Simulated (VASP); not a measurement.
# Be3N2 (R3m) in VASP: notebook

Be3N2 is run at these levels: LDA; tasks: single point.

Everything below comes from runs of VASP 6.6.1. Logs are shortened: lines on timing, memory, paths and dates and some standing lists are left out, and cuts for length are marked.

## 1. The cell of the first run

It takes space group R3m (No. 160, trigonal). The conventional cell has a = 2.998 Å, b = 2.998 Å, c = 13.100 Å, α = 90.00°, β = 90.00°, γ = 120.00°. Within 2.3 Å of Be (site symmetry 3m) lie 4 N at 1.74 to 1.97 Å and 3 Be at 2.20 Å. Be (site symmetry 3m) has 4 N at 1.49 to 1.89 Å within 2.0 Å. Be (site symmetry 3m) has 4 N at 1.51 to 1.84 Å within 2.0 Å. Within 2.0 Å of N (site symmetry 3m) lie 5 Be at 1.49 to 1.74 Å. N (site symmetry 3m) has 7 Be at 1.84 to 1.97 Å within 2.4 Å.

## 2. Single point, LDA

The input, INCAR:

```
SYSTEM = Be3N2
PREC = Accurate
ENCUT = 520
EDIFF = 1E-6
ISMEAR = 0
SIGMA = 0.05
LREAL = .FALSE.
LASPH = .TRUE.
NELM = 100
ALGO = Normal
ISIF = 2
LWAVE = .FALSE.
LCHARG = .FALSE.
GGA = CA
NBANDS = 16
```

The input, KPOINTS:

```
regular mesh
0
G
  12 12 12
  0 0 0
```

The input, POSCAR:

```
Be3N2
1.0
    1.4988416161      0.8653566105      4.3665385907
   -1.4988416161      0.8653566105      4.3665385907
    0.0000000000     -1.7307132211      4.3665385907
Be N
3 2
Direct
    0.8590010800      0.8590010800      0.8590010800
    0.3176945600      0.3176945600      0.3176945600
    0.0888067700      0.0888067700      0.0888067700
    0.2041626800      0.2041626800      0.2041626800
    0.7084349100      0.7084349100      0.7084349100
```

Potentials or basis: VASP PAW LDA potentials, release 64 (Be, N).

The run is started by

```console
cat potpaw_LDA.64/Be/POTCAR potpaw_LDA.64/N/POTCAR > POTCAR
mpirun -np 1 vasp_std > vasp.out
```

OUTCAR:

```text
SYSTEM = Be3N2
   PREC = Accurate
   ENCUT = 520
   EDIFF = 1E-6
   ISMEAR = 0
   LREAL = .FALSE.
   LASPH = .TRUE.
   NELM = 100
   ISIF = 2
   GGA = CA

 ion  position               nearest neighbor table
   1  0.859  0.859  0.859-   4 1.74   4 1.74   4 1.74   5 1.97   3 2.20   3 2.20   3 2.20   2 2.39
                             2 2.39   2 2.39
   2  0.318  0.318  0.318-   4 1.49   5 1.89   5 1.89   5 1.89   3 2.21   3 2.21   3 2.21   1 2.39
                             1 2.39   1 2.39
   3  0.089  0.089  0.089-   4 1.51   5 1.84   5 1.84   5 1.84   1 2.20   1 2.20   1 2.20   2 2.21
                             2 2.21   2 2.21
   4  0.204  0.204  0.204-   2 1.49   3 1.51   1 1.74   1 1.74   1 1.74
   5  0.708  0.708  0.708-   3 1.84   3 1.84   3 1.84   2 1.89   2 1.89   2 1.89   1 1.97

  LATTYP: Found a trigonal (rhomboedric) cell.
 ALAT       =     4.6970232613
 COS(alpha) =     0.7963445392

  Lattice vectors:

 A1 = (   1.4988416161,   0.8653566105,   4.3665385907)
 A2 = (  -1.4988416161,   0.8653566105,   4.3665385907)
 A3 = (   0.0000000000,  -1.7307132211,   4.3665385907)

Analysis of symmetry for initial positions (statically):
=====================================================================
 Subroutine PRICEL returns:
 Original cell was already a primitive cell.

 Routine SETGRP: Setting up the symmetry group for a
 trigonal (rhombohedral) supercell.

 Subroutine GETGRP returns: Found  6 space group operations
 (whereof  6 operations were pure point group operations)
 out of a pool of 12 trial point group operations.

The static configuration has the point symmetry C_3v.

Analysis of symmetry for dynamics (positions and initial velocities):
=====================================================================
 Subroutine PRICEL returns:
 Original cell was already a primitive cell.

 Routine SETGRP: Setting up the symmetry group for a
 trigonal (rhombohedral) supercell.

 Subroutine GETGRP returns: Found  6 space group operations
 (whereof  6 operations were pure point group operations)
 out of a pool of 12 trial point group operations.

The dynamic configuration has the point symmetry C_3v.

 Subroutine INISYM returns: Found  6 space group operations
 (whereof  6 operations are pure point group operations),
 and found     1 'primitive' translations

----------------------------------------------------------------------------------------

                                     Primitive cell

  volume of cell :      33.9813

  direct lattice vectors                    reciprocal lattice vectors
     1.498841616  0.865356611  4.366538591     0.333590951  0.192598825  0.076338117
    -1.498841616  0.865356611  4.366538591    -0.333590951  0.192598825  0.076338117
     0.000000000 -1.730713221  4.366538591     0.000000000 -0.385197651  0.076338117

  length of vectors
     4.697023261  4.697023261  4.697023261     0.392689111  0.392689111  0.392689111

  position of ions in fractional coordinates (direct lattice)
     0.859001080  0.859001080  0.859001080
     0.317694560  0.317694560  0.317694560
     0.088806770  0.088806770  0.088806770
     0.204162680  0.204162680  0.204162680
     0.708434910  0.708434910  0.708434910

  ion indices of the primitive-cell ions
   primitive index   ion index
                 1           1
                 2           2
                 3           3
                 4           4
                 5           5

----------------------------------------------------------------------------------------

 KPOINTS: regular mesh

Automatic generation of k-mesh.
 Grid dimensions read from file:
 generate k-points for:   12   12   12

 Generating k-lattice:

  Cartesian coordinates                     Fractional coordinates (reciprocal lattice)
     0.027799246  0.016049902  0.006361510     0.083333333  0.000000000  0.000000000
    -0.027799246  0.016049902  0.006361510     0.000000000  0.083333333  0.000000000
     0.000000000 -0.032099804  0.006361510    -0.000000000 -0.000000000  0.083333333

  Length of vectors
     0.032724093  0.032724093  0.032724093

  Shift w.r.t. Gamma in fractional coordinates (k-lattice)
     0.000000000  0.000000000  0.000000000

 Subroutine IBZKPT returns following result:
 ===========================================

 Found    189 irreducible k-points:

 Following reciprocal coordinates:
            Coordinates               Weight
  0.000000  0.000000  0.000000      1.000000
  0.083333 -0.000000  0.000000      6.000000
  0.166667  0.000000 -0.000000      6.000000
  0.250000  0.000000 -0.000000      6.000000
  0.333333  0.000000 -0.000000      6.000000
  0.416667  0.000000 -0.000000      6.000000
[... 16 lines left out ...]
  0.500000  0.166667 -0.000000     12.000000
 -0.416667  0.166667  0.000000     12.000000
 [... further k-points ...]
   k-points           NKPTS =    189   k-points in BZ     NKDIM =    189   number of bands    NBANDS=     16
   number of dos      NEDOS =    301   number of ions     NIONS =      5
   total plane-waves  NPLWV =  46656
   dimension x,y,z NGX =    36 NGY =   36 NGZ =   36
   dimension x,y,z NGXF=    72 NGYF=   72 NGZF=   72
   ions per type =               3   2
   NGX,Y,Z   is equivalent  to a cutoff of  12.74, 12.74, 12.74 a.u.
   NGXF,Y,Z  is equivalent  to a cutoff of  25.48, 25.48, 25.48 a.u.
 SYSTEM =  Be3N2
   PREC   = accura    normal or accurate (medium, high low for compatibility)
   ISTART =      0    job   : 0-new  1-cont  2-samecut
   ICHARG =      2    charge: 1-file 2-atom 10-const
   ISPIN  =      1    spin polarized calculation?
   LNONCOLLINEAR =      F non collinear calculations
   LSORBIT =      F    spin-orbit coupling
   LASPH  =      T    aspherical Exc in radial PAW
   ENCUT  =  520.0 eV  38.22 Ry    6.18 a.u.   8.73  8.73  8.73*2*pi/ulx,y,z
   NELM   =    100;   NELMIN=  2; NELMDL= -5     # of ELM steps
   EDIFF  = 0.1E-05   stopping-criterion for ELM
   LREAL  =      F    real-space projection
   EDIFFG = 0.1E-04   stopping-criterion for IOM
   NSW    =      0    number of steps for IOM
   IBRION =     -1    ionic relax: 0-MD 1-quasi-New 2-CG
   NFREE  =      0    steps in history (QN), initial steepest desc. (CG)
   ISIF   =      2    stress and relaxation
   ISYM   =      2    0-nonsym 1-usesym 2-fastsym
   POTIM  = 0.5000    time-step for ionic-motion
   TEBEG  =    0.0;   TEEND  =   0.0 temperature during run
   PSTRESS=    0.0 pullay stress
   NELECT =      16.0000    total number of electrons
   NUPDOWN=      -1.0000    fix difference up-down
   EMIN   =  10.00;   EMAX   =-10.00  energy-range for DOS
   EFERMI =   0.00;   METHOD = LEGACY
   ISMEAR =     0;   SIGMA  =   0.05  broadening in eV -4-tet -1-fermi 0-gaus
   EFERMI_NEDOS =   21; number of points for ismear=-14 and -15
   IALGO  =     38    algorithm
   IMIX   =      4    mixing-type and parameters
     AMIX     =   0.40;   BMIX     =  1.00
     AMIX_MAG =   1.60;   BMIX_MAG =  1.00
  volume/ion in A,a.u.               =       6.80        45.86
  Fermi-wavevector in a.u.,A,eV,Ry     =   1.273606  2.406766 22.069625  1.622072
  Thomas-Fermi vector in A             =   2.406420
   LORBIT       =      0    0 simple, 1 ext, 2 COOP (PROOUT), +10 PAW based schemes
   GGA     = CA    functional components
   LHFCALC =     F    Hartree Fock is set to
   AEXX    =    0.0000 exact exchange contribution
   IVDW    =     0    specifies the selected vdW correction
   LEPSILON=     F    determine dielectric tensor
   LRPA    =     F    only Hartree local field effects (RPA)
 non-spin polarized calculation
 Gauss-broadening in eV      SIGMA  =   0.05
  energy-cutoff  :      520.00
  volume of cell :       33.98
 maximum number of plane-waves:       940
   NGX = 17   NGY = 17   NGZ = 17

 number of electron      16.0000001 magnetization

 Free energy of the ion-electron system (eV)
  ---------------------------------------------------
  ext. energy  EPLUGINS =         0.00000000
  ---------------------------------------------------
  free energy    TOTEN  =       -35.89522197 eV

  energy without entropy =      -35.89522197  energy(sigma->0) =      -35.89522197

 E-fermi :   6.0744     XC(G=0): -11.5912

 val. band max:        5.7920332936   @ k =   0.0000   0.0000   0.0000
 cond. band min:       8.3288654840   @ k =   0.5000   0.5000  -0.0000
 fundamental gap:      2.5368321904
 Fermi energy:         6.0743782949

 k-point     1 :       0.0000    0.0000    0.0000
  band No.  band energies     occupation
      1     -10.5173      2.00000
      2      -7.7080      2.00000
      3      -1.5633      2.00000
      4       3.6454      2.00000
      5       3.6454      2.00000
      6       5.4050      2.00000
[... 8 lines left out ...]
     15      16.3872      0.00000
     16      20.0105      0.00000

 k-point     2 :       0.0833   -0.0000    0.0000
  band No.  band energies     occupation
      1     -10.4282      2.00000
      2      -7.6815      2.00000
      3      -1.4470      2.00000
      4       3.2634      2.00000
      5       3.5256      2.00000
      6       4.9160      2.00000
[... 8 lines left out ...]
     15      16.9965      0.00000
     16      20.1859      0.00000

 k-point     3 :       0.1667    0.0000   -0.0000
  band No.  band energies     occupation
      1     -10.1662      2.00000
      2      -7.6133      2.00000
      3      -1.1105      2.00000
      4       2.3098      2.00000
      5       3.2270      2.00000
      6       3.8593      2.00000
[... 8 lines left out ...]
     15      17.5692      0.00000
     16      20.0808      0.00000
[... 362 lines left out ...]
 k-point    23 :       0.5000    0.1667   -0.0000
  band No.  band energies     occupation
      1      -8.3813      2.00000
      2      -7.7239      2.00000
      3      -0.8339      2.00000
      4       0.2980      2.00000
      5       1.4128      2.00000
      6       2.2528      2.00000
[... 8 lines left out ...]
     15      19.2654      0.00000
     16      19.7839      0.00000

 k-point    24 :      -0.4167    0.1667    0.0000
  band No.  band energies     occupation
      1      -8.0605      2.00000
      2      -7.8661      2.00000
      3      -0.9740      2.00000
      4       0.2797      2.00000
      5       1.5188      2.00000
      6       1.8585      2.00000
[... 8 lines left out ...]
     15      19.1005      0.00000
     16      19.9323      0.00000

 [... further k-points ...]

------------------------ aborting loop because EDIFF is reached ----------------------------------------

  FORCE on cell =-STRESS in cart. coord.  units (eV):
  Direction    XX          YY          ZZ          XY          YZ          ZX
  --------------------------------------------------------------------------------------
  -------------------------------------------------------------------------------------
  Total       -5.5463718     -5.5463718      9.7796600     -0.0000000     -0.0000000      0.0000000
  in kB     -261.5050904   -261.5050904    461.0997944     -0.0000000     -0.0000000      0.0000000
  external PRESSURE =     -20.6367955 kB  Pullay stress =       0.0000000 kB

 VOLUME and BASIS-vectors are now :
 -----------------------------------------------------------------------------
  energy-cutoff  :      520.00
  volume of cell :       33.98
      direct lattice vectors                 reciprocal lattice vectors
     1.498841616  0.865356611  4.366538591     0.333590951  0.192598825  0.076338117
    -1.498841616  0.865356611  4.366538591    -0.333590951  0.192598825  0.076338117
     0.000000000 -1.730713221  4.366538591     0.000000000 -0.385197651  0.076338117

 POSITION                                       TOTAL-FORCE (eV/Angst)
 -----------------------------------------------------------------------------------
      0.00000     -0.00000     11.25258         0.000000      0.000000     -1.053704
      0.00000     -0.00000      4.16168         0.000000     -0.000000      1.669778
      0.00000     -0.00000      1.16333         0.000000      0.000000     -1.340232
      0.00000     -0.00000      2.67445         0.000000     -0.000000      0.029472
      0.00000     -0.00000      9.28023         0.000000     -0.000000      0.694685
 -----------------------------------------------------------------------------------
    total drift:                               -0.000000     -0.000000     -0.000020

  FREE ENERGIE OF THE ION-ELECTRON SYSTEM (eV)
  ---------------------------------------------------
  free  energy   TOTEN  =       -35.8952219655 eV

  energy  without entropy=      -35.8952219655  energy(sigma->0) =      -35.89522197
```

Wall time 90 s (1 thread of AMD EPYC 9R45 (Zen 5), shared host); peak memory 0.19 GiB.

Results:

* Free energy: -35.8952 eV
* Pressure: -2.1 GPa
* Largest force: 1.670 eV/Å
* Band gap on the k mesh: 2.54 eV, indirect (least direct gap 3.02 eV)

Forces in eV/Å, atoms in the order of the input:
```
Be   0.000  0.000 -1.054
Be   0.000  0.000  1.670
Be   0.000  0.000 -1.340
N    0.000  0.000  0.029
N    0.000  0.000  0.695
```

Levels at points of the mesh, in eV from the valence-band top:
| k point | band 5 | band 6 | band 7 | band 8 | band 9 | band 10 | band 11 | band 12 |
| --- | --- | --- | --- | --- | --- | --- | --- | --- |
| (0.00, 0.00, 0.00) | -2.15 | -0.39 | -0.39 | 0.00 | 4.88 | 6.59 | 6.59 | 7.95 |
| (0.50, 0.00, 0.00) | -3.94 | -3.48 | -2.97 | -2.65 | 4.90 | 6.62 | 10.47 | 11.48 |
| (0.50, 0.50, 0.00) | -4.39 | -3.34 | -1.17 | -0.48 | 2.54 | 8.05 | 8.49 | 9.08 |
| (0.50, 0.50, 0.50) | -1.74 | -1.74 | -1.13 | -1.13 | 5.18 | 7.92 | 8.01 | 8.01 |

Caveat: forces of over 1 eV/Å act on the atoms, so gaps and moduli don't describe the material at rest. A k mesh can miss the band edges.

(Part 1 of 3 ends here.)
